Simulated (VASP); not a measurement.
Crystal: SrVO3.

```xyz
5
Lattice="3.8409 0.0000 0.0000 0.0000 3.8409 0.0000 0.0000 0.0000 3.8409" Properties=species:S:1:pos:R:3 pbc="T T T"
Sr    1.9204    1.9204    1.9204
V     0.0000    0.0000    0.0000
O     0.0000    0.0000    1.9204
O     0.0000    1.9204    0.0000
O     1.9204    0.0000    0.0000
```

Base run:

- Program: VASP 6.6.1
- Functional: PBE
- Potentials or basis: VASP PAW PBE potentials, release 64 (Sr_sv, V_sv, O)
- Cutoff: 520 eV
- k mesh: 7 × 7 × 7
- Occupations: fermi-dirac, width 0.05 eV
- Spin: collinear spin, ferromagnetic start
- Starting moments: [0.0, 2.0, 0.0, 0.0, 0.0] μB

Its results: pressure 3.2 GPa; net moment 0.00 μB per cell.

Problem. After a change of settings the same cell gave: pressure 4.2 GPa; net moment 0.76 μB per cell; site moments Sr +0.00; V +0.71; O -0.00 μB. Which change was it?
A. k mesh from 7 × 7 × 7 to 5 × 5 × 5; further incar settings from ALGO = Normal; EDIFF = 1e-07; NBANDS = 32 to ALGO = Normal; EDIFF = 1e-06; NBANDS = 32
B. k mesh from 7 × 7 × 7 to 10 × 10 × 10
C. occupations from fermi-dirac, width 0.05 eV to gaussian, width 0.012 eV; further incar settings from ALGO = Normal; EDIFF = 1e-07; NBANDS = 32 to ALGO = Normal; EDIFF = 1e-06; NBANDS = 32

Solution. A.
